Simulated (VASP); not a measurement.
# Pt (R-3m) in VASP: notebook, part 2 of 2

VASP 6.6.1. The steps go on from the part before.

## 3. Single point, LDA (14.91 Å³/atom)

INCAR

```
SYSTEM = Pt
ALGO = Fast ; EDIFF = 1E-6
ENCUT = 520 ; ISIF = 2
ISMEAR = 0 ; LASPH = .True.
LCHARG = .False. ; LREAL = .False.
LWAVE = .False. ; NBANDS = 11
NELM = 80 ; PREC = Accurate
SIGMA = 0.15
```

KPOINTS

```
k-points
0
Gamma
  22 22 22
  0 0 0
```

POSCAR

```
Pt
1.0
   -1.7558920998      1.5572160479      1.5572160479
    1.5572160479     -1.7558920998      1.5572160479
    1.5572160479      1.5572160479     -1.7558920998
Pt
1
Direct
    0.0000000000      0.0000000000      0.0000000000
```

Potentials or basis: VASP PAW LDA potentials, release 64 (Pt).

Launch:

```bash
$ cat potpaw_LDA.64/Pt/POTCAR > POTCAR
$ mpirun -np 1 vasp_std > vasp.out
```

OUTCAR:

```text
SYSTEM = Pt
   EDIFF = 1E-6
   ENCUT = 520
   ISIF = 2
   ISMEAR = 0
   LASPH = .True.
   LREAL = .False.
   NELM = 80
   PREC = Accurate

 ion  position               nearest neighbor table
   1  0.000  0.000  0.000-

  LATTYP: Found a trigonal (rhomboedric) cell.
 ALAT       =     2.8165583086
 COS(alpha) =    -0.3836738462

  Lattice vectors:

 A1 = (  -1.7558920998,   1.5572160479,   1.5572160479)
 A2 = (   1.5572160479,  -1.7558920998,   1.5572160479)
 A3 = (   1.5572160479,   1.5572160479,  -1.7558920998)

Analysis of symmetry for initial positions (statically):
=====================================================================
 Subroutine PRICEL returns:
 Original cell was already a primitive cell.

 Routine SETGRP: Setting up the symmetry group for a
 trigonal (rhombohedral) supercell.

 Subroutine GETGRP returns: Found 12 space group operations
 (whereof 12 operations were pure point group operations)
 out of a pool of 12 trial point group operations.

The static configuration has the point symmetry D_3d.

Analysis of symmetry for dynamics (positions and initial velocities):
=====================================================================
 Subroutine PRICEL returns:
 Original cell was already a primitive cell.

 Routine SETGRP: Setting up the symmetry group for a
 trigonal (rhombohedral) supercell.

 Subroutine GETGRP returns: Found 12 space group operations
 (whereof 12 operations were pure point group operations)
 out of a pool of 12 trial point group operations.

The dynamic configuration has the point symmetry D_3d.

 Subroutine INISYM returns: Found 12 space group operations
 (whereof 12 operations are pure point group operations),
 and found     1 'primitive' translations

----------------------------------------------------------------------------------------

                                     Primitive cell

  volume of cell :      14.9123

  direct lattice vectors                    reciprocal lattice vectors
    -1.755892100  1.557216048  1.557216048     0.044140524  0.345971902  0.345971902
     1.557216048 -1.755892100  1.557216048     0.345971902  0.044140524  0.345971902
     1.557216048  1.557216048 -1.755892100     0.345971902  0.345971902  0.044140524

  length of vectors
     2.816558309  2.816558309  2.816558309     0.491265203  0.491265203  0.491265203

  position of ions in fractional coordinates (direct lattice)
     0.000000000  0.000000000  0.000000000

  ion indices of the primitive-cell ions
   primitive index   ion index
                 1           1

----------------------------------------------------------------------------------------

 KPOINTS: k-points

Automatic generation of k-mesh.
 Grid dimensions read from file:
 generate k-points for:   22   22   22

 Generating k-lattice:

  Cartesian coordinates                     Fractional coordinates (reciprocal lattice)
     0.002006387  0.015725996  0.015725996     0.045454545  0.000000000  0.000000000
     0.015725996  0.002006387  0.015725996     0.000000000  0.045454545  0.000000000
     0.015725996  0.015725996  0.002006387     0.000000000  0.000000000  0.045454545

  Length of vectors
     0.022330237  0.022330237  0.022330237

  Shift w.r.t. Gamma in fractional coordinates (k-lattice)
     0.000000000  0.000000000  0.000000000

 Subroutine IBZKPT returns following result:
 ===========================================

 Found   1024 irreducible k-points:

 Following reciprocal coordinates:
            Coordinates               Weight
  0.000000  0.000000  0.000000      1.000000
  0.045455 -0.000000 -0.000000      6.000000
  0.090909 -0.000000 -0.000000      6.000000
  0.136364  0.000000  0.000000      6.000000
  0.181818  0.000000  0.000000      6.000000
  0.227273  0.000000  0.000000      6.000000
[... 16 lines left out ...]
  0.500000  0.045455 -0.000000     12.000000
 -0.454545  0.045455  0.000000     12.000000
 [... further k-points ...]
   k-points           NKPTS =   1024   k-points in BZ     NKDIM =   1024   number of bands    NBANDS=     11
   number of dos      NEDOS =    301   number of ions     NIONS =      1
   total plane-waves  NPLWV =  13824
   dimension x,y,z NGX =    24 NGY =   24 NGZ =   24
   dimension x,y,z NGXF=    48 NGYF=   48 NGZF=   48
   ions per type =               1
   NGX,Y,Z   is equivalent  to a cutoff of  14.17, 14.17, 14.17 a.u.
   NGXF,Y,Z  is equivalent  to a cutoff of  28.33, 28.33, 28.33 a.u.
 SYSTEM =  Pt
   PREC   = accura    normal or accurate (medium, high low for compatibility)
   ISTART =      0    job   : 0-new  1-cont  2-samecut
   ICHARG =      2    charge: 1-file 2-atom 10-const
   ISPIN  =      1    spin polarized calculation?
   LNONCOLLINEAR =      F non collinear calculations
   LSORBIT =      F    spin-orbit coupling
   LASPH  =      T    aspherical Exc in radial PAW
   ENCUT  =  520.0 eV  38.22 Ry    6.18 a.u.   5.24  5.24  5.24*2*pi/ulx,y,z
   NELM   =     80;   NELMIN=  2; NELMDL= -5     # of ELM steps
   EDIFF  = 0.1E-05   stopping-criterion for ELM
   LREAL  =      F    real-space projection
   EDIFFG = 0.1E-04   stopping-criterion for IOM
   NSW    =      0    number of steps for IOM
   IBRION =     -1    ionic relax: 0-MD 1-quasi-New 2-CG
   NFREE  =      0    steps in history (QN), initial steepest desc. (CG)
   ISIF   =      2    stress and relaxation
   ISYM   =      2    0-nonsym 1-usesym 2-fastsym
   POTIM  = 0.5000    time-step for ionic-motion
   TEBEG  =    0.0;   TEEND  =   0.0 temperature during run
   PSTRESS=    0.0 pullay stress
   NELECT =      10.0000    total number of electrons
   NUPDOWN=      -1.0000    fix difference up-down
   EMIN   =  10.00;   EMAX   =-10.00  energy-range for DOS
   EFERMI =   0.00;   METHOD = LEGACY
   ISMEAR =     0;   SIGMA  =   0.15  broadening in eV -4-tet -1-fermi 0-gaus
   EFERMI_NEDOS =   21; number of points for ismear=-14 and -15
   IALGO  =     68    algorithm
   IMIX   =      4    mixing-type and parameters
     AMIX     =   0.40;   BMIX     =  1.00
     AMIX_MAG =   1.60;   BMIX_MAG =  1.00
  volume/ion in A,a.u.               =      14.91       100.63
  Fermi-wavevector in a.u.,A,eV,Ry     =   1.432937  2.707857 27.936938  2.053307
  Thomas-Fermi vector in A             =   2.552510
   LORBIT       =      0    0 simple, 1 ext, 2 COOP (PROOUT), +10 PAW based schemes
   GGA     = CA    functional components
   LHFCALC =     F    Hartree Fock is set to
   AEXX    =    0.0000 exact exchange contribution
   IVDW    =     0    specifies the selected vdW correction
   LEPSILON=     F    determine dielectric tensor
   LRPA    =     F    only Hartree local field effects (RPA)
 non-spin polarized calculation
 RMM-DIIS sequential band-by-band and
 Gauss-broadening in eV      SIGMA  =   0.15
  energy-cutoff  :      520.00
  volume of cell :       14.91
 maximum number of plane-waves:       413
 NGX is ok and might be reduce to    24
   NGX = 11   NGY = 11   NGZ = 11

 number of electron      10.0000000 magnetization

 number of electron       9.9999999 magnetization

 Free energy of the ion-electron system (eV)
  ---------------------------------------------------
  ext. energy  EPLUGINS =         0.00000000
  ---------------------------------------------------
  free energy    TOTEN  =        -6.79202444 eV

  energy without entropy =       -6.77728486  energy(sigma->0) =       -6.78465465

 E-fermi :  11.2753     XC(G=0): -13.7022

 val. band max:       11.2753341373   @ k =  -0.3636  -0.4091   0.1818
 cond. band min:      11.2776788600   @ k =   0.4545   0.4091   0.0909
 fundamental gap:      0.0023447227
 Fermi energy:        11.2753433534

 k-point     1 :       0.0000    0.0000    0.0000
  band No.  band energies     occupation
      1       0.9855      2.00000
      2       4.9770      2.00000
      3       7.7621      2.00000
      4       7.7621      2.00000
      5      10.8811      1.99980
      6      10.8811      1.99980
      7      26.0085      0.00000
      8      28.6510      0.00000
      9      28.6510      0.00000
     10      38.6714      0.00000
     11      38.6746      0.00000
[... 309 lines left out ...]
 k-point    24 :      -0.4545    0.0455    0.0000
  band No.  band energies     occupation
      1       4.1876      2.00000
      2       6.1132      2.00000
      3       9.2128      2.00000
      4       9.5444      2.00000
      5      11.6168      0.00128
      6      12.0507      0.00000
      7      21.4501      0.00000
      8      24.1705      0.00000
      9      27.6868      0.00000
     10      34.1376      0.00000
     11      35.8815      0.00000

 [... further k-points ...]
[... 5 lines left out ...]
  --------------------------------------------------------------------------------------
  -------------------------------------------------------------------------------------
  Total        2.0773889      2.0773889      2.0773889      3.2741199      3.2741199      3.2741199
  in kB      223.1951359    223.1951359    223.1951359    351.7721944    351.7721944    351.7721944
  external PRESSURE =     223.1951359 kB  Pullay stress =       0.0000000 kB

 VOLUME and BASIS-vectors are now :
 -----------------------------------------------------------------------------
  energy-cutoff  :      520.00
  volume of cell :       14.91
      direct lattice vectors                 reciprocal lattice vectors
    -1.755892100  1.557216048  1.557216048     0.044140524  0.345971902  0.345971902
     1.557216048 -1.755892100  1.557216048     0.345971902  0.044140524  0.345971902
     1.557216048  1.557216048 -1.755892100     0.345971902  0.345971902  0.044140524

 POSITION                                       TOTAL-FORCE (eV/Angst)
 -----------------------------------------------------------------------------------
      0.00000      0.00000      0.00000         0.000000      0.000000     -0.000000
 -----------------------------------------------------------------------------------
    total drift:                                0.000000      0.000000      0.000000

  FREE ENERGIE OF THE ION-ELECTRON SYSTEM (eV)
  ---------------------------------------------------
  free  energy   TOTEN  =        -6.7920244438 eV

  energy  without entropy=       -6.7772848590  energy(sigma->0) =       -6.78465465
```

OSZICAR:

```text
N       E                     dE             d eps       ncg     rms          rms(c)
DAV:   1     0.396139437416E+02    0.39614E+02   -0.53792E+03 23072   0.846E+02
DAV:   2    -0.653857105138E+01   -0.46153E+02   -0.44332E+02 25834   0.178E+02
DAV:   3    -0.714289306629E+01   -0.60432E+00   -0.60130E+00 26529   0.196E+01
DAV:   4    -0.714528937772E+01   -0.23963E-02   -0.23961E-02 25860   0.144E+00
DAV:   5    -0.714530810141E+01   -0.18724E-04   -0.18723E-04 26513   0.118E-01    0.153E+01
RMM:   6    -0.683865351898E+01    0.30665E+00   -0.27280E-01 22599   0.440E+00    0.835E+00
RMM:   7    -0.679640961067E+01    0.42244E-01   -0.54372E-02 23880   0.209E+00    0.266E+00
RMM:   8    -0.679203245358E+01    0.43772E-02   -0.73776E-03 24540   0.791E-01    0.327E-01
RMM:   9    -0.679201655753E+01    0.15896E-04   -0.54697E-04 26807   0.189E-01    0.779E-02
RMM:  10    -0.679202384986E+01   -0.72923E-05   -0.89643E-05 26477   0.710E-02    0.644E-02
RMM:  11    -0.679202568732E+01   -0.18375E-05   -0.20838E-05 26798   0.306E-02    0.146E-02
RMM:  12    -0.679202430924E+01    0.13781E-05   -0.71956E-06 24889   0.210E-02    0.600E-03
RMM:  13    -0.679202444382E+01   -0.13458E-06   -0.13361E-06 18650   0.766E-03
   1 F= -.67920244E+01 E0= -.67846547E+01  d E =-.147396E-01
```

Run time: 60 s. Hardware: 1 thread of Intel Xeon 6975P-C (Granite Rapids), shared host; peak memory 0.28 GiB.

What came out:

| Quantity | Value |
| --- | --- |
| Free energy | -6.7920 eV |
| Pressure | 22.3 GPa |
| Band gap on the k mesh | zero (bands 5 and 6 overlap by 4.13 eV) |

Levels at points of the mesh, in eV from the Fermi level:
| k point | band 3 | band 4 | band 5 | band 6 | band 7 | band 8 |
| --- | --- | --- | --- | --- | --- | --- |
| (0.00, 0.00, 0.00) | -3.51 | -3.51 | -0.39 | -0.39 | 14.73 | 17.38 |
| (0.50, 0.00, 0.00) | -1.78 | -1.74 | 1.15 | 1.25 | 9.59 | 12.53 |
| (0.50, 0.50, 0.00) | -0.92 | -0.27 | -0.19 | 0.74 | 4.88 | 11.90 |
| (0.50, 0.50, 0.50) | -0.35 | -0.35 | 2.01 | 7.83 | 7.83 | 8.47 |

Caveat: the cell stands under pressure; spin-orbit coupling is left out, which moves the levels of the heavy elements.

## 4. Single point, LDA (14.91 Å³/atom)

INCAR

```
SYSTEM = Pt
PREC     = Accurate       ! precision mode
ENCUT    = 520            ! plane-wave cutoff, eV
EDIFF    = 1E-7           ! SCF threshold, eV
ISMEAR   = 0              ! smearing method
SIGMA    = 0.15           ! smearing width, eV
LREAL    = .FALSE.        ! projectors in reciprocal space
LASPH    = .TRUE.         ! aspherical terms in the spheres
NELM     = 80             ! most SCF steps
ALGO     = Fast           ! electronic algorithm
ISIF     = 2              ! what is computed and relaxed
LWAVE    = .FALSE.        ! write WAVECAR
LCHARG   = .TRUE.         ! write CHGCAR
GGA      = CA             ! functional
LELF     = .TRUE.         ! ELF
LVHAR    = .TRUE.       
NBANDS   = 11             ! bands
```

KPOINTS

```
Automatic mesh
0
G
  22 22 22
  0 0 0
```

POSCAR

```
Pt
1.0
   -0.9269019472      1.6162714949      1.6162714949
    1.6162714949     -0.9269019472      1.6162714949
    1.6162714949      1.6162714949     -0.9269019472
Pt
1
Direct
    0.0000000000      0.0000000000      0.0000000000
```

Launch:

```bash
$ cat potpaw_LDA.64/Pt/POTCAR > POTCAR
$ mpirun -np 1 vasp_std > vasp.out
```

It took 60 s on 1 thread of Intel Xeon 6975P-C (Granite Rapids), shared host; peak memory 0.26 GiB.

The run converged. Its results:

```yaml
Free_energy: -6.7309 eV
Pressure: 41.6 GPa
Band_gap_on_the_k_mesh: zero (bands 5 and 6 overlap by 4.20 eV)
```

Stress tensor (GPa, compression positive):
```
41.60 -0.65 -0.65
-0.65 41.60 -0.65
-0.65 -0.65 41.60
```

Levels at points of the mesh, in eV from the Fermi level:
| k point | band 3 | band 4 | band 5 | band 6 | band 7 | band 8 |
| --- | --- | --- | --- | --- | --- | --- |
| (0.00, 0.00, 0.00) | -7.36 | 0.31 | 0.50 | 0.50 | 15.72 | 15.72 |
| (0.50, 0.00, 0.00) | -2.42 | -2.27 | -1.35 | 0.73 | 5.80 | 16.32 |
| (0.50, 0.50, 0.00) | -2.01 | -1.67 | 2.64 | 3.75 | 5.42 | 11.79 |
| (0.50, 0.50, 0.50) | -5.84 | 2.82 | 2.82 | 8.91 | 10.49 | 10.49 |

Caveat: the cell stands under pressure; spin-orbit coupling is left out, which moves the levels of the heavy elements.

## 5. Single point, LDA (14.91 Å³/atom)

INCAR

```
SYSTEM = Pt
  ALGO = Fast
  EDIFF = 1E-7
  ENCUT = 520
  ISIF = 2
  ISMEAR = 0
  LASPH = .True.
  LCHARG = .False.
  LREAL = .False.
  LWAVE = .False.
  NBANDS = 11
  NELM = 80
  PREC = Accurate
  SIGMA = 0.15
```

KPOINTS

```
k-points
0
Gamma
  22 22 22
  0 0 0
```

POSCAR

```
Pt
1.0
   -1.3452296190      1.5575171673      1.5575171673
    1.5575171673     -1.3452296190      1.5575171673
    1.5575171673      1.5575171673     -1.3452296190
Pt
1
Direct
    0.0000000000      0.0000000000      0.0000000000
```

Potentials or basis: VASP PAW LDA potentials, release 64 (Pt).

Launch:

```bash
$ cat potpaw_LDA.64/Pt/POTCAR > POTCAR
$ mpirun -np 1 vasp_std > vasp.out
```

OUTCAR:

```text
SYSTEM = Pt
   EDIFF = 1E-7
   ENCUT = 520
   ISIF = 2
   ISMEAR = 0
   LASPH = .True.
   LREAL = .False.
   NELM = 80
   PREC = Accurate

 ion  position               nearest neighbor table
   1  0.000  0.000  0.000-

  LATTYP: Found a trigonal (rhomboedric) cell.
 ALAT       =     2.5809614838
 COS(alpha) =    -0.2648972803

  Lattice vectors:

 A1 = (  -1.3452296190,   1.5575171673,   1.5575171673)
 A2 = (   1.5575171673,  -1.3452296190,   1.5575171673)
 A3 = (   1.5575171673,   1.5575171673,  -1.3452296190)
[... 509 lines left out ...]
      3       9.2085      2.00000
      4      10.5167      2.00000
      5      10.7223      1.99429
      6      11.8266      0.00000
      7      17.8381      0.00000
      8      25.7602      0.00000
      9      28.9880      0.00000
     10      35.2704      0.00000
     11      37.2248      0.00000

 [... further k-points ...]
[... 5 lines left out ...]
  --------------------------------------------------------------------------------------
  -------------------------------------------------------------------------------------
  Total        1.2240947      1.2240947      1.2240947     -0.9180990     -0.9180990     -0.9180990
  in kB      131.5170138    131.5170138    131.5170138    -98.6407692    -98.6407692    -98.6407692
  external PRESSURE =     131.5170138 kB  Pullay stress =       0.0000000 kB

 VOLUME and BASIS-vectors are now :
 -----------------------------------------------------------------------------
  energy-cutoff  :      520.00
  volume of cell :       14.91
      direct lattice vectors                 reciprocal lattice vectors
    -1.345229619  1.557517167  1.557517167    -0.041322827  0.303178459  0.303178459
     1.557517167 -1.345229619  1.557517167     0.303178459 -0.041322827  0.303178459
     1.557517167  1.557517167 -1.345229619     0.303178459  0.303178459 -0.041322827

 POSITION                                       TOTAL-FORCE (eV/Angst)
 -----------------------------------------------------------------------------------
      0.00000      0.00000      0.00000        -0.000000     -0.000000     -0.000000
 -----------------------------------------------------------------------------------
    total drift:                                0.000000     -0.000000      0.000000

  FREE ENERGIE OF THE ION-ELECTRON SYSTEM (eV)
  ---------------------------------------------------
  free  energy   TOTEN  =        -7.1285011634 eV

  energy  without entropy=       -7.1149801123  energy(sigma->0) =       -7.12174064
```

OSZICAR:

```text
N       E                     dE             d eps       ncg     rms          rms(c)
DAV:   1     0.391954346510E+02    0.39195E+02   -0.53949E+03 22912   0.848E+02
DAV:   2    -0.687469142191E+01   -0.46070E+02   -0.44222E+02 25669   0.179E+02
DAV:   3    -0.749284934942E+01   -0.61816E+00   -0.61448E+00 26630   0.197E+01
DAV:   4    -0.749525468072E+01   -0.24053E-02   -0.24051E-02 25831   0.143E+00
DAV:   5    -0.749527337288E+01   -0.18692E-04   -0.18692E-04 26436   0.117E-01    0.141E+01
RMM:   6    -0.717332041801E+01    0.32195E+00   -0.28572E-01 22626   0.450E+00    0.746E+00
RMM:   7    -0.713274606886E+01    0.40574E-01   -0.56365E-02 23802   0.211E+00    0.249E+00
RMM:   8    -0.712859223124E+01    0.41538E-02   -0.78175E-03 24477   0.821E-01    0.420E-01
RMM:   9    -0.712849065799E+01    0.10157E-03   -0.67678E-04 26590   0.218E-01    0.742E-02
RMM:  10    -0.712850150580E+01   -0.10848E-04   -0.11292E-04 26467   0.804E-02    0.699E-02
RMM:  11    -0.712850331660E+01   -0.18108E-05   -0.21090E-05 27257   0.313E-02    0.129E-02
RMM:  12    -0.712850100938E+01    0.23072E-05   -0.93590E-06 25107   0.248E-02    0.359E-03
RMM:  13    -0.712850116552E+01   -0.15615E-06   -0.16349E-06 26031   0.833E-03    0.230E-03
RMM:  14    -0.712850116342E+01    0.21056E-08   -0.17257E-07 19511   0.287E-03
   1 F= -.71285012E+01 E0= -.71217406E+01  d E =-.135211E-01
```

Run time: 56 s. Hardware: 1 thread of Intel Xeon 6975P-C (Granite Rapids), shared host; peak memory 0.27 GiB.

Results:

- Free energy: -7.1285 eV
- Pressure: 13.2 GPa
- Band gap on the k mesh: zero (bands 5 and 6 overlap by 2.77 eV)

Levels at points of the mesh, in eV from the Fermi level:
```csv
k point,band 1,band 2,band 3,band 4,band 5,band 6,band 7,band 8,band 9,band 10
"(0.00, 0.00, 0.00)",-10.00,-5.00,-5.00,-1.79,-0.45,-0.45,16.00,16.00,19.73,24.48
"(0.50, 0.00, 0.00)",-7.20,-5.74,-0.59,-0.52,-0.34,0.38,6.15,14.48,17.67,26.47
"(0.50, 0.50, 0.00)",-6.96,-5.36,-1.16,-1.09,1.29,1.96,8.68,10.77,17.64,22.41
"(0.50, 0.50, 0.50)",-6.59,-6.59,-1.39,1.71,1.71,8.01,8.33,8.33,14.80,20.17
```

Caveat: the cell stands under pressure; spin-orbit coupling is left out, which moves the levels of the heavy elements.

## 6. The runs side by side

```csv
cell,further INCAR settings,gap on the mesh (eV),pressure (GPa)
"a = 2.467 Å, angles 86.0°, 1 atom",ALGO = Fast; EDIFF = 1e-07; NBANDS = 11,none,41.6
"a = 2.817 Å, angles 112.6°, 1 atom",ALGO = Fast; EDIFF = 1e-06; NBANDS = 11,none,22.3
"a = 2.467 Å, angles 93.6°, 1 atom",ALGO = Fast; EDIFF = 1e-07; NBANDS = 11,none,41.6
"a = 2.581 Å, angles 105.4°, 1 atom",ALGO = Fast; EDIFF = 1e-07; NBANDS = 11,none,13.2
```

Alike in all rows: task single point; level LDA; potentials or basis VASP PAW LDA potentials, release 64 (Pt); no spin polarisation; k mesh 22 × 22 × 22; cutoff (eV) 520; smearing gaussian 0.15 eV.

Caveats: the cell stands under pressure; spin-orbit coupling is left out, which moves the levels of the heavy elements.

Absolute energies hang on the potentials; compare differences alone.
